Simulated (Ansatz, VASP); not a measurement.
AgPt3 in VASP and in Ansatz

File INCAR:

```
SYSTEM = AgPt3
PREC = Accurate ; ENCUT = 520
EDIFF = 1E-6 ; ISMEAR = -1
SIGMA = 0.08 ; LREAL = .FALSE.
LASPH = .TRUE. ; NELM = 100
ALGO = Normal ; ISIF = 2
LWAVE = .FALSE. ; LCHARG = .FALSE.
NBANDS = 28
```

File KPOINTS:

```
Automatic mesh
0
G
  9 9 9
  0 0 0
```

POSCAR

```
AgPt3
1.0
    3.8203858240      0.0000000000      0.0000000000
    0.0000000000      3.8203858240      0.0000000000
    0.0000000000      0.0000000000      3.8203858240
Ag Pt
1 3
Direct
    0.0000000000      0.0000000000      0.0000000000
    0.0000000000      0.5000000000      0.5000000000
    0.5000000000      0.0000000000      0.5000000000
    0.5000000000      0.5000000000      0.0000000000
```

Input for Ansatz:

```yaml
crystal:
  lattice:
    - [3.820385824, 0.0, 0.0]
    - [0.0, 3.820385824, 0.0]
    - [0.0, 0.0, 3.820385824]
  atoms:
    - { symbol: Ag, position: [0.0, 0.0, 0.0] }
    - { symbol: Pt, position: [0.0, 0.5, 0.5] }
    - { symbol: Pt, position: [0.5, 0.0, 0.5] }
    - { symbol: Pt, position: [0.5, 0.5, 0.0] }
kpoints:
  mp_grid: { grid: [9, 9, 9] }
  band_path:
    path:
      - [0.0, 0.0, 0.0]
      - [0.0, 0.5, 0.0]
      - [0.5, 0.5, 0.0]
      - [0.0, 0.0, 0.0]
      - [0.5, 0.5, 0.5]
      - [0.0, 0.5, 0.0]
      - [0.5, 0.5, 0.5]
      - [0.5, 0.5, 0.0]
    npoints: 5
scf:
  occupations: { method: fermi_dirac, width: 0.08 }
hamiltonian:
  xc: lda
  pseudopotentials: { kind: all_electron, lapw: { basis_error: 0.0005 } }
output:
  forces: true
  stress: true
  eigenvalues: true
```

Change from the starting cell: volume scaled by 0.94.

Alike in both runs: task single point; functional LDA; k mesh 9 × 9 × 9; occupations fermi-dirac, width 0.08 eV; no spin polarisation.

|  | VASP | Ansatz |
| --- | --- | --- |
| version | VASP 6.6.1 | Ansatz 0.2.0 |
| potentials or method | VASP PAW LDA potentials, release 64 (Ag, Pt), cutoff 520 eV | all-electron LAPW, scalar-relativistic |

Ansatz gave:

| Quantity | Value |
| --- | --- |
| pressure (GPa) | 22.2 |

Q: Estimate VASP's values.

A: Pressure (GPa): 23.0.

LDA's correlation is that of Perdew and Zunger in VASP and of Perdew and Wang (1992) in Ansatz. Ansatz ran all-electron here, and VASP with PAW potentials.

Spin-orbit coupling is off throughout.
